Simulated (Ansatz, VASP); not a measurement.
## One calculation of Sn, two programs

The input INCAR:

```
SYSTEM = Sn
ALGO = Normal ; EDIFF = 1E-6
ENCUT = 520 ; GGA = PE
ISIF = 2 ; ISMEAR = -1
LASPH = .TRUE. ; LCHARG = .FALSE.
LREAL = .FALSE. ; LWAVE = .FALSE.
NBANDS = 13 ; NELM = 60
PREC = Accurate ; SIGMA = 0.05
```

File KPOINTS:

```
k-points
0
G
  11 11 11
  0 0 0
```

The input POSCAR:

```
Sn
1.0
   -1.7379733663      1.7873059321      2.3538281599
    1.7379733663     -1.7873059321      2.3538281599
    1.7379733663      1.7873059321     -2.3538281599
Sn
1
Direct
    0.0000000000      0.0000000000      0.0000000000
```

input.yaml

```yaml
crystal:
  lattice:
    - [-1.7379733663, 1.7873059321, 2.3538281599]
    - [1.7379733663, -1.7873059321, 2.3538281599]
    - [1.7379733663, 1.7873059321, -2.3538281599]
  atoms:
    - { symbol: Sn, position: [0.0, 0.0, 0.0] }
kpoints:
  mp_grid: { grid: [11, 11, 11] }
scf:
  occupations: { method: fermi_dirac, width: 0.05 }
hamiltonian:
  xc: pbe
  pseudopotentials: { kind: all_electron, lapw: { basis_error: 0.0005 } }
output:
  forces: true
  stress: true
  eigenvalues: true
```

Change from the starting cell: volume scaled by 1.02.

Alike in both runs: task single point; functional PBE; k mesh 11 × 11 × 11; occupations fermi-dirac, width 0.05 eV; no spin polarisation.

|  | VASP | Ansatz |
| --- | --- | --- |
| version | VASP 6.6.1 | Ansatz 0.2.0 |
| potentials or method | VASP PAW PBE potentials, release 64 (Sn_d), cutoff 520 eV | all-electron LAPW, scalar-relativistic |

Ansatz gave:

| Property | Result |
| --- | --- |
| gap on the k mesh at the Fermi level (eV) | none |
| pressure (GPa) | -1.8 |
| traceless stress, the component that is largest in VASP (GPa) | -1.01 |

Estimate VASP's values.

gap on the k mesh at the Fermi level (eV): none; pressure (GPa): -1.9; traceless stress, the component that is largest in VASP (GPa): -1.01.

A gap of «none» marks a metal or a gap that the smearing closes. Ansatz ran all-electron here, and VASP with PAW potentials.
